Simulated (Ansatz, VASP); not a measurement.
**Two plane-wave programs on BP**

```
CELL_PARAMETERS angstrom
0.00000 2.27415 2.27415
2.27415 0.00000 2.27415
2.27415 2.27415 0.00000
ATOMIC_POSITIONS crystal
B 0.00000 0.00000 0.00000
P 0.25000 0.25000 0.25000
```

Alike in both runs: functional PBE; k mesh 10 × 10 × 10; no spin polarisation.

Ansatz relaxed the structure, and its values are those at the end. VASP's run is a single point on that final structure, the one shown.

|  | VASP | Ansatz |
| --- | --- | --- |
| version | VASP 6.6.1 | Ansatz 0.2.0 |
| potentials or method | VASP PAW PBE potentials, release 64 (B, P) | scalar-relativistic, plane waves, PAW |
| plane-wave cutoff (eV) | 520 | 420 |
| occupations | gaussian, width 0.01 eV | fixed |
| valence electrons in the cell | 8 | 8 |

|  | VASP | Ansatz | Ansatz less VASP |
| --- | --- | --- | --- |
| gap on the k mesh at the Fermi level (eV) | 1.25 | 1.25 | +0.004 |
| least direct gap on the mesh (eV) | 3.39 | 3.39 | +0.003 |
| pressure (GPa) | -0.2 | 0.0 | +0.23 |
